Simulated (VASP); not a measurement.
Sc5SbSe2: single point with PBE

The system is Sc5SbSe2.

```
Sc Sb Se
1.0
    -3.63194    3.63194    6.32218
     3.63194   -3.63194    6.32218
     3.63194    3.63194   -6.32218
Sc Sb Se
10 2 4
Direct
  0.00000 0.00000 0.00000
  0.50000 0.50000 0.00000
  0.29949 0.49933 0.50000
  0.49933 0.99933 0.19984
  0.50067 0.00067 0.80016
  0.00067 0.20051 0.50000
  0.20051 0.70051 0.19984
  0.79949 0.29949 0.80016
  0.70051 0.50067 0.50000
  0.99933 0.79949 0.50000
  0.75000 0.75000 0.00000
  0.25000 0.25000 0.00000
  0.84495 0.34495 0.18990
  0.15505 0.65505 0.81010
  0.34495 0.15505 0.50000
  0.65505 0.84495 0.50000
```

```json
{
 "Program": "VASP 6.6.1",
 "Task": "single point",
 "Functional": "PBE",
 "Potentials or basis": "VASP PAW PBE potentials, release 64 (Sc_sv, Sb, Se)",
 "Cutoff": "520 eV",
 "k mesh": "3 × 3 × 3",
 "Occupations": "gaussian, width 0.2 eV",
 "Spin": "no spin polarisation",
 "Dipole correction": "no",
 "Further INCAR settings": "LREAL = Auto; ALGO = Normal; EDIFF = 1e-06; NBANDS = 86"
}
```

```
Pressure               : 0.2 GPa
Largest force          : 0.028 eV/Å
Band gap on the k mesh : zero (band 72 reaches 6.38 eV, above the bottom of band 73 at 6.33 eV)
```

Forces in eV/Å, atoms in the order of the input:
```
Sc   0.000  0.000  0.000
Sc   0.000  0.000  0.000
Sc   0.002 -0.002 -0.028
Sc   0.002  0.002 -0.028
Sc  -0.002 -0.002  0.028
Sc   0.002 -0.002  0.028
Sc   0.002  0.002  0.028
Sc  -0.002 -0.002 -0.028
Sc  -0.002  0.002  0.028
Sc  -0.002  0.002 -0.028
Sb   0.000  0.000  0.000
Sb   0.000  0.000  0.000
Se  -0.013 -0.013  0.000
Se   0.013  0.013  0.000
Se   0.013 -0.013  0.000
Se  -0.013  0.013  0.000
```

Stress tensor (GPa, compression positive):
```
0.33 0.00 0.00
0.00 0.33 0.00
0.00 0.00 0.02
```

Levels at points of the mesh, in eV from the Fermi level:
| k point | band 68 | band 69 | band 70 | band 71 | band 72 | band 73 | band 74 | band 75 | band 76 | band 77 |
| --- | --- | --- | --- | --- | --- | --- | --- | --- | --- | --- |
| (0.00, 0.00, 0.00) | -0.32 | -0.31 | -0.31 | -0.15 | -0.15 | 0.23 | 0.26 | 0.31 | 0.44 | 0.57 |

It took 7 min on 1 thread of Intel(R) Xeon(R) 6975P-C (Granite Rapids) (shared host), peak memory 0.6 GiB.

Caveat: the k points lie up to 0.41 Å⁻¹ apart; spin-orbit coupling is left out, which moves the levels of the heavy elements.
